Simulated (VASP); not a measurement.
# Al8CN6 (a cell with a defect) in VASP: single point with PBEsol

Aim: the single point of Al8CN6 (a cell with a defect) with PBEsol.

All numbers are computed with VASP 6.6.1; they aren't measurements. Logs are shortened: lines on timing, memory, paths and dates and some standing lists are left out, and cuts for length are marked.

## (1) The cell of the first run

The cell holds a defect, 15 atoms: a = 6.191 Å, b = 6.191 Å, c = 6.191 Å, α = 60.00°, β = 60.00°, γ = 60.00°.

## (2) Single point, PBEsol, collinear spin

INCAR

```
SYSTEM = Al8CN6
ALGO = Normal
EDIFF = 1E-6
ENCUT = 520
GGA = PS
GGA_COMPAT = .False.
ISIF = 2
ISMEAR = -1
ISPIN = 2
ISYM = -1
LASPH = .True.
LCHARG = .False.
LORBIT = 11
LREAL = Auto
LWAVE = .False.
MAGMOM = 0.429 0.429 0.429 0.429 0 0.429 0 0.429 0 0 0 0 0 0 0.429
NBANDS = 46
NELECT = 57.0
NELM = 200
PREC = Accurate
SIGMA = 0.05
```

KPOINTS

```
explicit points
4
Reciprocal
  0.25000000   0.25000000   0.25000000 2
  0.25000000   0.25000000   0.75000000 2
  0.25000000   0.75000000   0.25000000 2
  0.25000000   0.75000000   0.75000000 2
```

POSCAR

```
Al8CN6
1.0
    0.0000000000      4.3777220000      4.3777220000
    4.3777220000      0.0000000000      4.3777220000
    4.3777220000      4.3777220000      0.0000000000
Al N C
8 6 1
Direct
    0.0167300000      0.0101540000      0.0009830000
    0.5072680000      0.4922540000      0.4927300000
    0.9713940000      0.0308250000      0.4886760000
    0.4743500000      0.5173670000      0.0111030000
    0.0204770000      0.4989060000      0.0078390000
    0.4887590000      0.9553590000      0.5270210000
    0.4799620000      0.0299070000      0.9907220000
    0.9774630000      0.5027070000      0.5155880000
    0.1244520000      0.1087120000      0.1411820000
    0.6370930000      0.6460320000      0.1227230000
    0.1431010000      0.6009720000      0.1349240000
    0.6036320000      0.1456610000      0.6365340000
    0.6199470000      0.1421850000      0.1377920000
    0.1317350000      0.6382810000      0.6300690000
    0.6363230000      0.6375300000      0.5914000000
```

Potentials or basis: VASP PAW PBE potentials, release 64 (Al, N, C).

Run with:

```
$ cat potpaw_PBE.64/Al/POTCAR potpaw_PBE.64/N/POTCAR potpaw_PBE.64/C/POTCAR > POTCAR
$ mpirun -np 1 vasp_std > vasp.out
```

OUTCAR:

```text
SYSTEM = Al8CN6
   EDIFF = 1E-6
   ENCUT = 520
   GGA = PS
   ISIF = 2
   ISMEAR = -1
   ISPIN = 2
   ISYM = -1
   LASPH = .True.
   LORBIT = 11
   LREAL = Auto
   NELECT = 57.0
   NELM = 200
   PREC = Accurate

 ion  position               nearest neighbor table
   1  0.017  0.010  0.001-   9 1.76  13 2.01  11 2.07   7 2.90   4 2.95   6 2.95   3 2.95   8 3.04
                             5 3.06   5 3.13   8 3.17   4 3.25   3 3.26   6 3.28   7 3.30
   2  0.507  0.492  0.493-  12 1.76  10 1.88  15 1.89  14 1.91   3 2.87   6 2.92   7 2.98   4 3.01
                             8 3.02   5 3.09   5 3.11   8 3.18   4 3.19   7 3.22   6 3.28   3 3.33
   3  0.971  0.031  0.489-   9 1.77  12 1.86  14 2.00   2 2.87   5 2.95   1 2.95   8 3.03   7 3.08
                             6 3.11   7 3.12   6 3.13   8 3.17   1 3.26   5 3.26   2 3.33
   4  0.474  0.517  0.011-  11 1.68  13 1.90  10 2.04  15 2.13   6 2.86   5 2.88   1 2.95   2 3.01
                             7 3.07   8 3.09   8 3.10   7 3.13   2 3.19   1 3.25   5 3.32   6 3.34
   5  0.020  0.499  0.008-  11 1.78  14 1.91  10 1.94   9 1.98   7 2.88   4 2.88   3 2.95   8 3.03
                             1 3.06   2 3.09   2 3.11   1 3.13   8 3.18   3 3.26   4 3.32   7 3.32
   6  0.489  0.955  0.527-  15 1.63  13 2.00  12 2.11   4 2.86   8 2.92   2 2.92   1 2.95   7 3.10
                             3 3.11   3 3.13   7 3.14   2 3.28   1 3.28   8 3.28   4 3.34
   7  0.480  0.030  0.991-  12 1.79   9 1.81  10 1.95  13 2.02   5 2.88   1 2.90   2 2.98   4 3.07
                             3 3.08   6 3.10   3 3.12   4 3.13   6 3.14   2 3.22   1 3.30   5 3.32
   8  0.977  0.503  0.516-  15 1.74  11 1.94  14 2.05   6 2.92   2 3.02   3 3.03   5 3.03   1 3.04
                             4 3.09   4 3.10   3 3.17   1 3.17   5 3.18   2 3.18   6 3.28
   9  0.124  0.109  0.141-   1 1.76   3 1.77   7 1.81   5 1.98
  10  0.637  0.646  0.123-   2 1.88   5 1.94   7 1.95   4 2.04
  11  0.143  0.601  0.135-   4 1.68   5 1.78   8 1.94   1 2.07
  12  0.604  0.146  0.637-   2 1.76   7 1.79   3 1.86   6 2.11
  13  0.620  0.142  0.138-   4 1.90   6 2.00   1 2.01   7 2.02
  14  0.132  0.638  0.630-   2 1.91   5 1.91   3 2.00   8 2.05
  15  0.636  0.638  0.591-   6 1.63   8 1.74   2 1.89   4 2.13

IMPORTANT INFORMATION: All symmetrisations will be switched off!
NOSYMM: (Re-)initialisation of all symmetry stuff for point group C_1.

----------------------------------------------------------------------------------------

                                     Primitive cell

  volume of cell :     167.7933

  direct lattice vectors                    reciprocal lattice vectors
     0.000000000  4.377722000  4.377722000    -0.114214653  0.114214653  0.114214653
     4.377722000  0.000000000  4.377722000     0.114214653 -0.114214653  0.114214653
     4.377722000  4.377722000  0.000000000     0.114214653  0.114214653 -0.114214653

[... 476 lines left out ...]

  FORCE on cell =-STRESS in cart. coord.  units (eV):
  Direction    XX          YY          ZZ          XY          YZ          ZX
  --------------------------------------------------------------------------------------
  -------------------------------------------------------------------------------------
  Total        1.8461251      0.8238942     -2.8971621     -7.2621051      2.7196868     -0.5538540
  in kB       17.6277619      7.8669703    -27.6636093    -69.3423541     25.9689835     -5.2884855
  external PRESSURE =      -0.7229590 kB  Pullay stress =       0.0000000 kB

 VOLUME and BASIS-vectors are now :
 -----------------------------------------------------------------------------
  energy-cutoff  :      520.00
  volume of cell :      167.79
      direct lattice vectors                 reciprocal lattice vectors
     0.000000000  4.377722000  4.377722000    -0.114214653  0.114214653  0.114214653
     4.377722000  0.000000000  4.377722000     0.114214653 -0.114214653  0.114214653
     4.377722000  4.377722000  0.000000000     0.114214653  0.114214653 -0.114214653

 POSITION                                       TOTAL-FORCE (eV/Angst)
 -----------------------------------------------------------------------------------
      0.04875      0.07754      0.11769        -0.502472     -1.707621     -3.457498
      4.31199      4.37771      4.37563         1.161872     -2.591509      0.402215
      2.27423      6.39178      4.38744        -0.409783      2.259651     -2.647123
      2.31349      2.12518      4.34146        -2.246156      3.866849      3.254972
      2.21839      0.12396      2.27371        -0.339411     -2.918679     -1.110825
      6.48945      4.44680      6.32195         5.514896     -4.793696      6.386524
      4.46803      6.43825      2.23206        -0.386927      3.867664      0.236063
      4.45781      6.53616      6.47977        -1.213621      2.977856      4.026500
      1.09397      1.16287      1.02073         1.327506     -0.811158      2.427919
      3.36540      3.32626      5.61716        -0.966329     -0.914003     -0.489435
      3.22155      1.21712      3.25734         3.722893     -1.741072     -0.950453
      3.42423      5.42910      3.28020        -2.430011      0.076883     -1.065745
      1.22566      3.31717      3.33640        -1.139426     -0.206836     -0.341357
      5.55248      3.33497      3.37092        -0.167537     -0.791363     -0.816876
      5.37991      5.37463      5.57657        -1.925493      3.427033     -5.854881
 -----------------------------------------------------------------------------------
    total drift:                               -0.006591      0.004296      0.000679

  FREE ENERGIE OF THE ION-ELECTRON SYSTEM (eV)
  ---------------------------------------------------
  free  energy   TOTEN  =      -111.7020930319 eV

  energy  without entropy=     -111.6652478612  energy(sigma->0) =     -111.68367045

 total charge

# of ion       s       p       d       tot
------------------------------------------
    1        0.372   0.384   0.000   0.756
    2        0.386   0.488   0.000   0.874
    3        0.375   0.408   0.000   0.783
    4        0.387   0.452   0.000   0.839
    5        0.367   0.439   0.000   0.806
    6        0.422   0.448   0.000   0.871
    7        0.369   0.448   0.000   0.817
    8        0.400   0.425   0.000   0.825
    9        1.234   2.673   0.000   3.908
   10        1.224   2.518   0.000   3.742
   11        1.237   2.642   0.000   3.879
   12        1.233   2.617   0.000   3.850
   13        1.226   2.479   0.000   3.705
   14        1.222   2.508   0.000   3.730
   15        0.910   1.725   0.000   2.635
--------------------------------------------------
tot         11.365  20.654   0.000  32.019

 magnetization (x)

# of ion       s       p       d       tot
------------------------------------------
    1        0.001   0.004   0.000   0.005
    2       -0.001   0.004   0.000   0.003
    3        0.001   0.004   0.000   0.004
    4       -0.001   0.018   0.000   0.017
    5       -0.001  -0.001   0.000  -0.001
    6       -0.000   0.013   0.000   0.013
    7       -0.001  -0.001   0.000  -0.001
    8       -0.001   0.005   0.000   0.003
    9       -0.000   0.002   0.000   0.002
   10        0.003   0.111   0.000   0.114
   11        0.001   0.029   0.000   0.030
   12        0.000   0.020   0.000   0.020
   13        0.003   0.110   0.000   0.113
   14        0.001   0.030   0.000   0.030
   15        0.008   0.199   0.000   0.208
--------------------------------------------------
tot          0.013   0.546   0.000   0.559
```

OSZICAR:

```text
N       E                     dE             d eps       ncg     rms          rms(c)
DAV:   1     0.185481196238E+03    0.18548E+03   -0.24703E+04   736   0.107E+03
DAV:   2    -0.108824928126E+03   -0.29431E+03   -0.27969E+03   912   0.221E+02
DAV:   3    -0.130768821154E+03   -0.21944E+02   -0.21782E+02   920   0.622E+01
DAV:   4    -0.131025904322E+03   -0.25708E+00   -0.25677E+00   904   0.752E+00
DAV:   5    -0.131029617736E+03   -0.37134E-02   -0.37129E-02   912   0.912E-01    0.234E+01
DAV:   6    -0.111829579303E+03    0.19200E+02   -0.63448E+01   860   0.292E+01    0.860E+00
DAV:   7    -0.111840837546E+03   -0.11258E-01   -0.32523E+00   848   0.732E+00    0.534E+00
DAV:   8    -0.111732904965E+03    0.10793E+00   -0.47208E-01   920   0.317E+00    0.238E+00
DAV:   9    -0.111689131876E+03    0.43773E-01   -0.23005E-01   928   0.213E+00    0.668E-01
DAV:  10    -0.111687958592E+03    0.11733E-02   -0.50890E-02   888   0.930E-01    0.511E-01
DAV:  11    -0.111690817616E+03   -0.28590E-02   -0.92849E-03   896   0.374E-01    0.458E-01
DAV:  12    -0.111697851943E+03   -0.70343E-02   -0.13600E-02   896   0.370E-01    0.361E-01
DAV:  13    -0.111701976518E+03   -0.41246E-02   -0.11982E-02   984   0.364E-01    0.154E-01
DAV:  14    -0.111702094046E+03   -0.11753E-03   -0.20676E-03   928   0.190E-01    0.651E-02
DAV:  15    -0.111702102530E+03   -0.84838E-05   -0.25827E-04   896   0.678E-02    0.392E-02
DAV:  16    -0.111702094041E+03    0.84888E-05   -0.64622E-05   888   0.325E-02    0.172E-02
DAV:  17    -0.111702093949E+03    0.92586E-07   -0.12438E-05   896   0.152E-02    0.788E-03
DAV:  18    -0.111702093032E+03    0.91678E-06   -0.95724E-06   888   0.109E-02
   1 F= -.11170209E+03 E0= -.11168367E+03  d E =-.368452E-01  mag=     0.9397
```

Wall time 4 min (1 thread of AMD EPYC 7R43 (Zen 3), shared host); peak memory 0.37 GiB.

Results:

| Item | Value |
| --- | --- |
| Free energy | -111.7021 eV |
| Largest force | 9.705 eV/Å |
| Net moment | 0.94 μB per cell |
| Site moments | Al +0.01, +0.00, +0.02, -0.00 (each value once); N +0.00, +0.11, +0.03, +0.02 (each value once); C +0.21 μB |
| Valence electrons inside the program's atomic spheres | Al 0.76, 0.87, 0.78, 0.84, 0.81, 0.82 (each value once); N 3.91, 3.74, 3.88, 3.85, 3.71, 3.73; C 2.63 |

Forces on the atoms (eV/Å):
```
Al  -0.502 -1.708 -3.457
Al   1.162 -2.592  0.402
Al  -0.410  2.260 -2.647
Al  -2.246  3.867  3.255
Al  -0.339 -2.919 -1.111
Al   5.515 -4.794  6.387
Al  -0.387  3.868  0.236
Al  -1.214  2.978  4.027
N    1.328 -0.811  2.428
N   -0.966 -0.914 -0.489
N    3.723 -1.741 -0.950
N   -2.430  0.077 -1.066
N   -1.139 -0.207 -0.341
N   -0.168 -0.791 -0.817
C   -1.925  3.427 -5.855
```

Caveat: the cell carries a net charge on a neutralising background, which shifts energy and pressure; the cell is charged against a uniform background, so pressure and absolute levels hang on convention; a moment this small can come from the mesh or the smearing; the PAW data sets were made with another functional, which shifts forces and pressure a little.
